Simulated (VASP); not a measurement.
Wanted: the native input for a VASP 6.6.1 run.

```
Task                   : single point
Functional             : PBE
Potentials or basis    : VASP PAW PBE potentials, release 64 (Si, C)
Cutoff                 : 600 eV
k mesh                 : 3 × 3 × 3
Occupations            : gaussian, width 0.01 eV
Spin                   : no spin polarisation
Dipole correction      : no
Further INCAR settings : ALGO = Normal; EDIFF = 1e-06; NBANDS = 11
```

The structure of SiC lies in POSCAR:

```
SiC
1.0
    0.0000000000      2.1495504440      2.1495504440
    2.1495504440      0.0000000000      2.1495504440
    2.1495504440      2.1495504440      0.0000000000
Si C
1 1
Direct
    0.0000000000      0.0000000000      0.0000000000
    0.2500000000      0.2500000000      0.2500000000
```

The input as run:

INCAR

```
SYSTEM = SiC
ALGO = Normal
EDIFF = 1E-6
ENCUT = 600
GGA = PE
GGA_COMPAT = .False.
ISIF = 2
ISMEAR = 0
LASPH = .True.
LCHARG = .True.
LELF = .True.
LREAL = .False.
LVHAR = .True.
LWAVE = .False.
NBANDS = 11
NELM = 120
PREC = Accurate
SIGMA = 0.01
```

KPOINTS

```
k-points
0
Gamma
  3 3 3
  0 0 0
```

Potentials or basis: VASP PAW PBE potentials, release 64 (Si, C).

The run is started by

```bash
$ cat potpaw_PBE.64/Si/POTCAR potpaw_PBE.64/C/POTCAR > POTCAR
$ mpirun -np 1 vasp_std > vasp.out
```

Results of the run:

The pressure is 14.8 GPa and the band gap on the k mesh is 2.53 eV, indirect (least direct gap 5.24 eV).

Caveat: the k points lie up to 0.84 Å⁻¹ apart.

Wall time 4.1 s on 1 thread of Intel Xeon 8259CL, on a shared host, peak memory 0.13 GiB.
